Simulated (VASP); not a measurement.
Ta3B2N: single point with PBE

Crystal: Ta3B2N.

```
Ta B N
1.0
     3.02045    0.00000    0.00000
     0.00000    3.02045    0.00000
     0.00000    0.00000    8.70835
Ta B N
3 2 1
Direct
  0.00000 0.00000 0.22643
  0.00000 0.00000 0.77357
  0.50000 0.50000 0.50000
  0.00000 0.00000 0.50000
  0.50000 0.50000 0.00000
  0.00000 0.00000 0.00000
```

The cell was generated, and may not be a known phase.

- Program: VASP 6.6.1
- Task: single point
- Functional: PBE
- Potentials or basis: VASP PAW PBE potentials, release 64 (Ta_pv, B, N)
- Cutoff: 520 eV
- k mesh: 12 × 12 × 6
- Occupations: gaussian, width 0.1 eV
- Spin: no spin polarisation
- Dipole correction: no
- Further INCAR settings: ALGO = Normal; EDIFF = 1e-06; NBANDS = 31

- Pressure: 0.3 GPa
- Largest force: 0.042 eV/Å
- Band gap on the k mesh: zero (bands 22 and 23 overlap by 1.83 eV)

Forces on the atoms (eV/Å):
```
Ta   0.000  0.000  0.042
Ta   0.000  0.000 -0.042
Ta   0.000  0.000  0.000
B    0.000  0.000  0.000
B    0.000  0.000  0.000
N    0.000  0.000  0.000
```

Stress tensor (GPa, compression positive):
```
0.19 0.00 0.00
0.00 0.19 0.00
0.00 0.00 0.58
```

Levels at points of the mesh, in eV from the Fermi level:
```csv
k point,band 20,band 21,band 22,band 23,band 24,band 25
"(0.00, 0.00, 0.00)",-1.95,-1.25,1.01,1.01,1.85,1.85
"(0.50, 0.00, 0.00)",-1.76,-1.56,-0.89,0.76,1.05,1.82
"(0.50, 0.50, 0.00)",-1.58,-1.58,0.10,1.50,1.50,2.97
"(0.00, 0.00, 0.50)",-1.16,-0.39,-0.25,1.21,1.21,1.56
"(0.50, 0.00, 0.50)",-2.29,-1.50,-1.14,0.54,1.49,1.76
"(0.50, 0.50, 0.50)",-2.07,-1.05,-0.84,1.31,1.31,1.43
```

It took 3 min on 1 thread of AMD EPYC 9R14 (Zen 4) (shared host), peak memory 0.33 GiB.

Caveat: spin-orbit coupling is left out, which moves the levels of the heavy elements.
